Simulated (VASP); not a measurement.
HPbNO4:

```
H Pb N O
1.0
     3.85707    0.00178   -0.03658
     0.17353    4.33436   -0.01647
     0.75803    0.83873    5.87662
H Pb N O
1 1 1 4
Direct
  0.61511 0.89559 0.19844
  0.64597 0.44651 0.91685
  0.71474 0.23810 0.50058
  0.16958 0.47007 0.77768
  0.62919 0.97045 0.49845
  0.56424 0.92583 0.03849
  0.78022 0.42250 0.31951
```

Program: VASP 6.6.1. Alike in all runs: task single point; potentials or basis VASP PAW PBE potentials, release 64 (H, Pb_d, N, O); no spin polarisation; cell as given; cutoff (eV) 520; smearing fermi-dirac 0.05 eV.

Order these runs on this cell by their band gap on the k mesh, lowest first.
A. level PBE; k mesh 4 × 4 × 3
B. level r2SCAN0; k mesh 3 × 3 × 2; grid for exact exchange (PRECFOCK) Fast
C. level r2SCANh; k mesh 3 × 3 × 2; grid for exact exchange (PRECFOCK) Fast
D. level revPBE; k mesh 5 × 4 × 4

D (0.26 eV), A (0.56 eV), C (0.79 eV), B (1.55 eV).

Caveats: some runs use coarse meshes; the standard files for N, O and F lose accuracy on very short bonds; spin-orbit coupling is left out, which moves the levels of the heavy elements.

A k mesh can miss the band edges, odd and even meshes differently.
